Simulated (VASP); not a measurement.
# MgO in VASP: one cell, several levels of theory

Aim: gap, levels, forces and stress of MgO (rocksalt) at fixed geometry. Runs: PBE, r2SCAN. The results are then set beside those of Ansatz 0.2.0 for the same cell.

Program: VASP 6.6.1. PAW datasets, plane waves. (Simulation; spin polarisation is off.)

**What was measured.**

“Electronic structure of alkaline earth and post-transition metal oxides”, 2009, arxiv:0908.1581 quotes, for a bulk crystal of MgO: band gap 7.83 eV.

How close the calculation comes is told below.

## Step 1: Starting point

The cell comes from an earlier relaxation with r2SCAN in another program.

The symmetry is Fm-3m (No. 225, cubic); a = 4.204 Å in the conventional setting, 9.29 Å³ an atom. Around Mg lie 6 O at 2.10 Å; around O lie 6 Mg at 2.10 Å.

The structure in full:

```xyz
2
Lattice="0.0000 2.1022 2.1022 2.1022 0.0000 2.1022 2.1022 2.1022 0.0000" Properties=species:S:1:pos:R:3 pbc="T T T"
Mg    0.0000    0.0000    0.0000
O     2.1022    2.1022    2.1022
```

## Step 2: Single point with PBE

INCAR reads:

```
ENCUT = 520.000000
SIGMA = 0.020000
EDIFF = 1.00e-07
GGA = PE
PREC = Accurate
IBRION = -1
ISIF = 2
ISMEAR = -1
NBANDS = 11
NELM = 120
NSW = 0
LASPH = .TRUE.
LCHARG = .FALSE.
LWAVE = .FALSE.
LREAL = .FALSE.
```

KPOINTS reads:

```
KPOINTS created by Atomic Simulation Environment
0
Gamma
10 10 10
0 0 0
```

KPOINTS_OPT reads:

```
special points
6
Reciprocal
0.0000000000 0.0000000000 0.0000000000 1
0.5000000000 0.0000000000 0.5000000000 1
0.6250000000 0.2500000000 0.6250000000 1
0.3750000000 0.3750000000 0.7500000000 1
0.5000000000 0.5000000000 0.5000000000 1
0.5000000000 0.2500000000 0.7500000000 1
```

POSCAR reads:

```
Mg O
 1.0000000000000000
     0.0000000000000000    2.1021674154571510    2.1021674154571510
     2.1021674154571510   -0.0000000000000000    2.1021674154571510
     2.1021674154571510    2.1021674154571510    0.0000000000000000
 Mg  O
   1   1
Cartesian
  0.0000000000000000  0.0000000000000000 -0.0000000000000000
  2.1021674154571510  2.1021674154571510  2.1021674154571510
```

Potentials: the recommended PBE PAW datasets, 8 valence electrons in the neutral cell.

Command:

```bash
mpirun -np 1 vasp_std
```

Standard output, without the iteration lines:

```text
POSCAR found type information on POSCAR MgO
 POSCAR found :  2 types and       2 ions
 LDA part: xc-table for (Slater+PW92), standard interpolation
 POSCAR, INCAR and KPOINTS ok, starting setup
 FFT: planning ... GRIDC
 FFT: planning ... GRID_SOFT
 FFT: planning ... GRID
 WAVECAR not read
 entering main loop
 Start KPOINTS_OPT (optional k-point list driver)
k-point batch [1-6\6]
```

OSZICAR:

```text
N       E                     dE             d eps       ncg     rms          rms(c)
DAV:   1     0.127034502481E+02    0.12703E+02   -0.46670E+03  1186   0.646E+02
DAV:   2    -0.129623804312E+02   -0.25666E+02   -0.25194E+02  1184   0.136E+02
DAV:   3    -0.134627639993E+02   -0.50038E+00   -0.50006E+00  1238   0.159E+01
DAV:   4    -0.134640039786E+02   -0.12400E-02   -0.12400E-02  1145   0.909E-01
DAV:   5    -0.134640082088E+02   -0.42302E-05   -0.42302E-05  1211   0.503E-02    0.722E+00
DAV:   6    -0.119194144536E+02    0.15446E+01   -0.87270E+00  1079   0.163E+01    0.221E+00
DAV:   7    -0.119080882931E+02    0.11326E-01   -0.53164E-02  1124   0.208E+00    0.134E+00
DAV:   8    -0.119029546996E+02    0.51336E-02   -0.27196E-02  1082   0.186E+00    0.234E-01
DAV:   9    -0.119025916210E+02    0.36308E-03   -0.56283E-04  1160   0.165E-01    0.131E-01
DAV:  10    -0.119025860795E+02    0.55415E-05   -0.48856E-04  1145   0.163E-01    0.886E-03
DAV:  11    -0.119025880371E+02   -0.19576E-05   -0.24560E-06  1205   0.133E-02    0.540E-03
DAV:  12    -0.119025878734E+02    0.16369E-06   -0.59832E-07  1148   0.584E-03    0.468E-04
DAV:  13    -0.119025878771E+02   -0.36785E-08   -0.49378E-08   616   0.122E-03
   1 F= -.11902588E+02 E0= -.11902588E+02  d E =-.148506E-11
       N       E                     dE             ncg
DAV:   1     0.663181862820E+03   -0.20739E+04      148
DAV:   2     0.513775950131E+03   -0.14941E+03      164
DAV:   3     0.510734483252E+03   -0.30415E+01      167
DAV:   4     0.510728573219E+03   -0.59100E-02      144
DAV:   5     0.510728554351E+03   -0.18868E-04      156
DAV:   6     0.510728554268E+03   -0.83660E-07      147
```

The lines after F= are the extra pass for the points of KPOINTS_OPT, at fixed density; their E is not a total energy.

Parts of OUTCAR:

```text
k-points           NKPTS =     47   k-points in BZ     NKDIM =     47   number of bands    NBANDS=     11

   NELECT =       8.0000    total number of electrons

   dimension x,y,z NGX =    24 NGY =   24 NGZ =   24
   dimension x,y,z NGXF=    48 NGYF=   48 NGZF=   48

  energy-cutoff  :      520.00
  volume of cell :       18.58
      direct lattice vectors                 reciprocal lattice vectors
     0.000000000  2.102167415  2.102167415    -0.237849753  0.237849753  0.237849753
     2.102167415  0.000000000  2.102167415     0.237849753 -0.237849753  0.237849753
     2.102167415  2.102167415  0.000000000     0.237849753  0.237849753 -0.237849753

 k-points in reciprocal lattice and weights: KPOINTS created by Atomic Simulation Env
   0.00000000  0.00000000  0.00000000       0.001
   0.10000000  0.00000000  0.00000000       0.008
   0.20000000  0.00000000  0.00000000       0.008
   0.30000000  0.00000000  0.00000000       0.008
   0.40000000  0.00000000  0.00000000       0.008
   0.50000000  0.00000000  0.00000000       0.004
   0.10000000  0.10000000  0.00000000       0.006
   0.20000000  0.10000000  0.00000000       0.024
[... 39 more k-points ...]

 E-fermi :   3.6587

 k-point     1 :       0.0000    0.0000    0.0000
  band No.  band energies     occupation
      1     -14.0635      2.00000
      2       3.2283      2.00000
      3       3.2283      2.00000
      4       3.2283      2.00000
      5       8.0086      0.00000
      6      19.0594      0.00000
      7      19.0594      0.00000
      8      19.0594      0.00000
      9      22.9907      0.00000
     10      24.7714      0.00000
     11      24.7714      0.00000

 k-point     2 :       0.1000    0.0000    0.0000
  band No.  band energies     occupation
      1     -13.9567      2.00000
      2       2.5755      2.00000
      3       3.1601      2.00000
      4       3.1601      2.00000
      5       8.6368      0.00000
      6      17.8085      0.00000
      7      19.3015      0.00000
      8      19.3015      0.00000
      9      24.0515      0.00000
     10      24.0515      0.00000
     11      24.6580      0.00000

 k-point     3 :       0.2000    0.0000    0.0000
  band No.  band energies     occupation
      1     -13.6630      2.00000
      2       1.2493      2.00000
      3       2.9874      2.00000
      4       2.9874      2.00000
      5       9.8326      0.00000
      6      16.2978      0.00000
      7      19.7926      0.00000
      8      19.7926      0.00000
      9      23.3618      0.00000
     10      23.3618      0.00000
     11      25.5824      0.00000

 k-point     4 :       0.3000    0.0000    0.0000
  band No.  band energies     occupation
      1     -13.2667      2.00000
      2      -0.0799      2.00000
      3       2.7843      2.00000
      4       2.7843      2.00000
      5      10.7640      0.00000
      6      15.6213      0.00000
      7      19.9182      0.00000
      8      19.9182      0.00000
      9      23.8063      0.00000
     10      23.8063      0.00000
     11      24.9681      0.00000

 k-point     5 :       0.4000    0.0000    0.0000
  band No.  band energies     occupation
      1     -12.9111      2.00000
      2      -1.0521      2.00000
      3       2.6275      2.00000
      4       2.6275      2.00000
      5      11.1133      0.00000
      6      15.7247      0.00000
      7      19.7078      0.00000
      8      19.7078      0.00000
      9      24.4061      0.00000
     10      25.0658      0.00000
     11      25.0658      0.00000

 k-point     6 :       0.5000    0.0000    0.0000
  band No.  band energies     occupation
      1     -12.7653      2.00000
      2      -1.4121      2.00000
      3       2.5692      2.00000
      4       2.5692      2.00000
      5      11.1603      0.00000
      6      15.8982      0.00000
      7      19.5960      0.00000
      8      19.5960      0.00000
      9      24.2034      0.00000
     10      25.8012      0.00000
     11      25.8012      0.00000

 k-point     7 :       0.1000    0.1000    0.0000
  band No.  band energies     occupation
      1     -13.9222      2.00000
      2       2.5083      2.00000
      3       3.0742      2.00000
      4       3.0742      2.00000
      5       8.8395      0.00000
      6      17.4326      0.00000
      7      19.4054      0.00000
      8      19.4054      0.00000
      9      22.8295      0.00000
     10      25.0805      0.00000
     11      25.2949      0.00000

[... the tables of k-points 8 to 47 left out ...]

  Total        0.5683671      0.5683671      0.5683671      0.0000000     -0.0000000      0.0000000
  in kB       49.0125849     49.0125849     49.0125849      0.0000000     -0.0000000      0.0000000
  external PRESSURE =      49.0125849 kB  Pullay stress =       0.0000000 kB

 POSITION                                       TOTAL-FORCE (eV/Angst)
 -----------------------------------------------------------------------------------
      0.00000      0.00000      0.00000        -0.000000     -0.000000      0.000000
      2.10217      2.10217      2.10217         0.000000      0.000000     -0.000000
 -----------------------------------------------------------------------------------
    total drift:                               -0.000000     -0.000000      0.000000

  FREE ENERGIE OF THE ION-ELECTRON SYSTEM (eV)
  ---------------------------------------------------
  free  energy   TOTEN  =       -11.9025878771 eV

  energy  without entropy=      -11.9025878771  energy(sigma->0) =      -11.90258788
```

Hardware: 1 MPI rank of Intel Xeon Platinum 8488C, shared host.

The levels at the points of KPOINTS_OPT are read from vasprun.xml.

Near the gap, in eV above the top of the last filled band v; c is the band after it:

```csv
point,v−1,v,c,c+1
Γ,0.00,0.00,4.78,15.83
X,-1.36,-1.36,9.13,10.03
U,-2.72,-1.15,10.12,11.84
K,-2.72,-1.15,10.12,11.84
L,-0.66,-0.66,7.93,12.67
W,-2.97,-1.78,11.69,11.69
```

Gap with PBE: 4.78 eV, direct (Γ). The pressure is 4.90 GPa; the forces vanish within 0.01 eV/Å.

## Step 3: r2SCAN at this geometry

INCAR reads:

```
ENCUT = 520.000000
SIGMA = 0.010000
EDIFF = 1.00e-07
ALGO = Normal
METAGGA = R2SCAN
PREC = Accurate
IBRION = -1
ISIF = 2
ISMEAR = 0
NBANDS = 11
NELM = 120
NSW = 0
LASPH = .TRUE.
LCHARG = .TRUE.
LELF = .TRUE.
LWAVE = .FALSE.
LREAL = .FALSE.
```

KPOINTS is that of step 2.

KPOINTS_OPT is that of step 2.

POSCAR is that of step 2.

Command:

```bash
mpirun -np 1 vasp_std
```

Standard output, without the iteration lines:

```text
POSCAR found type information on POSCAR MgO
 POSCAR found :  2 types and       2 ions
 -----------------------------------------------------------------------------
|                                                                             |
|                                                                             |
|     You enforced a specific xc type in the INCAR file but a different       |
|     I HOPE YOU KNOW WHAT YOU ARE DOING!                                     |
|                                                                             |
 -----------------------------------------------------------------------------

 LDA part: xc-table for (None), standard interpolation
 POSCAR, INCAR and KPOINTS ok, starting setup
 FFT: planning ... GRIDC
 FFT: planning ... GRID_SOFT
 FFT: planning ... GRID
 WAVECAR not read
 entering main loop
 Start KPOINTS_OPT (optional k-point list driver)
k-point batch [1-6\6]
```

OSZICAR:

```text
N       E                     dE             d eps       ncg     rms          rms(c)
DAV:   1     0.739985586651E+01    0.73999E+01   -0.48014E+03  1194   0.665E+02
DAV:   2    -0.193249767409E+02   -0.26725E+02   -0.26072E+02  1184   0.142E+02
DAV:   3    -0.198423288787E+02   -0.51735E+00   -0.51701E+00  1255   0.166E+01
DAV:   4    -0.198437379993E+02   -0.14091E-02   -0.14091E-02  1145   0.984E-01
DAV:   5    -0.198437434046E+02   -0.54053E-05   -0.54053E-05  1196   0.586E-02    0.682E+00
DAV:   6    -0.160823544433E+02    0.37614E+01   -0.54540E+00  1079   0.128E+01    0.194E+00
DAV:   7    -0.161520910471E+02   -0.69737E-01   -0.23007E-01  1175   0.348E+00    0.144E+00
DAV:   8    -0.161646244903E+02   -0.12533E-01   -0.63114E-02  1076   0.242E+00    0.533E-01
DAV:   9    -0.161612100213E+02    0.34145E-02   -0.10469E-02  1109   0.677E-01    0.148E-01
DAV:  10    -0.161610916156E+02    0.11841E-03   -0.11848E-03  1151   0.246E-01    0.219E-02
DAV:  11    -0.161611111134E+02   -0.19498E-04   -0.10473E-05  1163   0.307E-02    0.654E-03
DAV:  12    -0.161611129970E+02   -0.18836E-05   -0.32607E-07  1184   0.407E-03    0.387E-03
DAV:  13    -0.161611127770E+02    0.21998E-06   -0.10324E-06  1100   0.677E-03    0.955E-05
DAV:  14    -0.161611125146E+02    0.26242E-06   -0.42282E-09   574   0.613E-04    0.105E-04
DAV:  15    -0.161611124381E+02    0.76421E-07   -0.69750E-10   550   0.167E-04
   1 F= -.16161112E+02 E0= -.16161112E+02  d E =-.453215-105
       N       E                     dE             ncg
DAV:   1     0.638318009996E+03   -0.20988E+04      148
DAV:   2     0.481921502714E+03   -0.15640E+03      164
DAV:   3     0.478862256205E+03   -0.30592E+01      159
DAV:   4     0.478854252588E+03   -0.80036E-02      144
DAV:   5     0.478854219897E+03   -0.32691E-04      156
DAV:   6     0.478854219711E+03   -0.18598E-06      147
DAV:   7     0.478854219710E+03   -0.61522E-09      135
```

Parts of OUTCAR:

```text
k-points           NKPTS =     47   k-points in BZ     NKDIM =     47   number of bands    NBANDS=     11

   NELECT =       8.0000    total number of electrons

   dimension x,y,z NGX =    24 NGY =   24 NGZ =   24
   dimension x,y,z NGXF=    48 NGYF=   48 NGZF=   48

  energy-cutoff  :      520.00
  volume of cell :       18.58
      direct lattice vectors                 reciprocal lattice vectors
     0.000000000  2.102167415  2.102167415    -0.237849753  0.237849753  0.237849753
     2.102167415  0.000000000  2.102167415     0.237849753 -0.237849753  0.237849753
     2.102167415  2.102167415  0.000000000     0.237849753  0.237849753 -0.237849753

 k-points in reciprocal lattice and weights: KPOINTS created by Atomic Simulation Env
   0.00000000  0.00000000  0.00000000       0.001
   0.10000000  0.00000000  0.00000000       0.008
   0.20000000  0.00000000  0.00000000       0.008
   0.30000000  0.00000000  0.00000000       0.008
   0.40000000  0.00000000  0.00000000       0.008
   0.50000000  0.00000000  0.00000000       0.004
   0.10000000  0.10000000  0.00000000       0.006
   0.20000000  0.10000000  0.00000000       0.024
[... 39 more k-points ...]

 E-fermi :   2.9685

 k-point     1 :       0.0000    0.0000    0.0000
  band No.  band energies     occupation
      1     -15.4125      2.00000
      2       2.8163      2.00000
      3       2.8163      2.00000
      4       2.8163      2.00000
      5       8.4762      0.00000
      6      19.6822      0.00000
      7      19.6822      0.00000
      8      19.6822      0.00000
      9      23.8433      0.00000
     10      25.6169      0.00000
     11      25.6169      0.00000

 k-point     2 :       0.1000    0.0000    0.0000
  band No.  band energies     occupation
      1     -15.3075      2.00000
      2       2.1862      2.00000
      3       2.7463      2.00000
      4       2.7463      2.00000
      5       9.0911      0.00000
      6      18.4387      0.00000
      7      19.9368      0.00000
      8      19.9368      0.00000
      9      24.9059      0.00000
     10      24.9059      0.00000
     11      25.5457      0.00000

 k-point     3 :       0.2000    0.0000    0.0000
  band No.  band energies     occupation
      1     -15.0197      2.00000
      2       0.8651      2.00000
      3       2.5687      2.00000
      4       2.5687      2.00000
      5      10.3040      0.00000
      6      16.9303      0.00000
      7      20.4600      0.00000
      8      20.4600      0.00000
      9      24.2109      0.00000
     10      24.2109      0.00000
     11      26.6338      0.00000

 k-point     4 :       0.3000    0.0000    0.0000
  band No.  band energies     occupation
      1     -14.6338      2.00000
      2      -0.4765      2.00000
      3       2.3596      2.00000
      4       2.3596      2.00000
      5      11.2603      0.00000
      6      16.2948      0.00000
      7      20.6133      0.00000
      8      20.6133      0.00000
      9      24.6888      0.00000
     10      24.6888      0.00000
     11      26.0462      0.00000

 k-point     5 :       0.4000    0.0000    0.0000
  band No.  band energies     occupation
      1     -14.2905      2.00000
      2      -1.4571      2.00000
      3       2.1979      2.00000
      4       2.1979      2.00000
      5      11.6093      0.00000
      6      16.4750      0.00000
      7      20.4084      0.00000
      8      20.4084      0.00000
      9      25.4813      0.00000
     10      26.0466      0.00000
     11      26.0466      0.00000

 k-point     6 :       0.5000    0.0000    0.0000
  band No.  band energies     occupation
      1     -14.1507      2.00000
      2      -1.8189      2.00000
      3       2.1377      2.00000
      4       2.1377      2.00000
      5      11.6523      0.00000
      6      16.6882      0.00000
      7      20.2958      0.00000
      8      20.2958      0.00000
      9      25.2769      0.00000
     10      26.8595      0.00000
     11      26.8595      0.00000

 k-point     7 :       0.1000    0.1000    0.0000
  band No.  band energies     occupation
      1     -15.2736      2.00000
      2       2.1235      2.00000
      3       2.6599      2.00000
      4       2.6599      2.00000
      5       9.2925      0.00000
      6      18.0439      0.00000
      7      20.0581      0.00000
      8      20.0581      0.00000
      9      23.6727      0.00000
     10      25.9360      0.00000
     11      26.1766      0.00000

[... the tables of k-points 8 to 47 left out ...]

  Total       -0.1320460     -0.1320460     -0.1320460      0.0000000      0.0000000      0.0000000
  in kB      -11.3868603    -11.3868603    -11.3868603      0.0000000      0.0000000      0.0000000
  external PRESSURE =     -11.3868603 kB  Pullay stress =       0.0000000 kB

 POSITION                                       TOTAL-FORCE (eV/Angst)
 -----------------------------------------------------------------------------------
      0.00000      0.00000      0.00000         0.000000      0.000000     -0.000000
      2.10217      2.10217      2.10217        -0.000000     -0.000000      0.000000
 -----------------------------------------------------------------------------------
    total drift:                               -0.000000     -0.000000      0.000000

  FREE ENERGIE OF THE ION-ELECTRON SYSTEM (eV)
  ---------------------------------------------------
  free  energy   TOTEN  =       -16.1611124381 eV

  energy  without entropy=      -16.1611124381  energy(sigma->0) =      -16.16111244
```

Hardware: 1 MPI rank of Intel Xeon Platinum 8488C, shared host.

The levels at the points of KPOINTS_OPT are read from vasprun.xml.

Levels at the named points, in eV from the top of band v (v: the last filled band by count, c: the next):

```csv
point,v−1,v,c,c+1
Γ,0.00,0.00,5.66,16.87
X,-1.38,-1.38,10.04,11.12
U,-2.72,-1.18,11.08,12.99
K,-2.72,-1.18,11.08,12.99
L,-0.68,-0.68,8.84,13.87
W,-2.98,-1.79,12.73,12.73
```

The r2SCAN gap is 5.66 eV, direct at Γ. Pressure: -1.14 GPa; the forces vanish within 0.01 eV/Å.

Axes a, b and c in the maps are those of this run's conventional cell (a, b, c = 4.204, 4.204, 4.204 Å).

Density in a lattice plane of the grid's cell (edges 4.20 and 4.20 Å, at 0.000 of the third edge), which holds Mg and O.

Ten even steps from '0' (0.03 e/Å³) to '9' (8.07 e/Å³):
```
000000001257875210000000
000000000134543100000000
000000000011211000000000
000000000000000000000000
000000000000000000000000
000000000000000000000000
211000000000000000000011
543100000000000000000134
875210000000000000001257
996310000000000000001369
875210000000000000001257
543100000000000000000134
211000000000000000000011
000000000000000000000000
000000000000000000000000
000000000000000000000000
000000000011211000000000
000000000134543100000000
000000001257875210000000
000000001369996310000000
```
Columns run along the first of these edges and rows up along the second, over one cell in 24 and 20 even steps from the bottom left corner. Atoms in the plane (fractional): Mg at (0.00, 0.00), Mg at (0.50, 0.50), O at (0.00, 0.50), O at (0.50, 0.00).

ELF in the same plane.

Ten even steps from '0' (0.00) to '9' (0.83):
```
000025799987578999752000
000013689999999998631000
110001368999999986310001
543211135789998753111234
776421112467776421112467
998753111234543211135789
999986310001110001368999
999998631000000013689999
578999752000000025799987
358999752000000025799985
578999752000000025799987
999998631000000013689999
999986310001110001368999
998753111234543211135789
776421112467776421112467
543211135789998753111234
110001368999999986310001
000013689999999998631000
000025799987578999752000
000025799985358999752000
```
Columns run along the first of these edges and rows up along the second, over one cell in 24 and 20 even steps from the bottom left corner. Atoms in the plane (fractional): Mg at (0.00, 0.00), Mg at (0.50, 0.50), O at (0.00, 0.50), O at (0.50, 0.00).

Both are smooth fields of the valence electrons: close to the nuclei they are not physical.

Maxima of ELF outside the ion cores: 0.84 in the shell around O, 0.6 Å from O.

## Step 4: Results

| level | gap (eV) | pressure (GPa) | Ansatz: gap (eV) | Ansatz: pressure (GPa) |
| --- | --- | --- | --- | --- |
| PBE | 4.78 | 4.90 | 4.80 | 5.62 |
| r2SCAN | 5.66 | -1.14 | 5.68 | 0.01 |

**Reading.** The gap runs from 4.78 eV (PBE) to 5.66 eV (r2SCAN). A measured gap is 7.83 eV (quoted in “Electronic structure of alkaline earth and post-transition metal oxides”, 2009, arxiv:0908.1581). The misses are: PBE -3.05, r2SCAN -2.17 eV; r2SCAN comes nearest. The calculation is for fixed nuclei; the measurement holds lattice motion too. At this one volume the pressure spans -1.1 GPa (r2SCAN) to 4.9 GPa (PBE): PBE wants the largest cell and r2SCAN the smallest. The two programs agree on the gap within 0.03 eV, far less than the spread between functionals. Each program uses its own PAW datasets and cutoff. VASP's cell holds 8 valence electrons and Ansatz's 16.

VASP's potentials hold 8 valence electrons a cell and Ansatz's 16, so a difference between the two programs can come from the potentials and not from the codes.
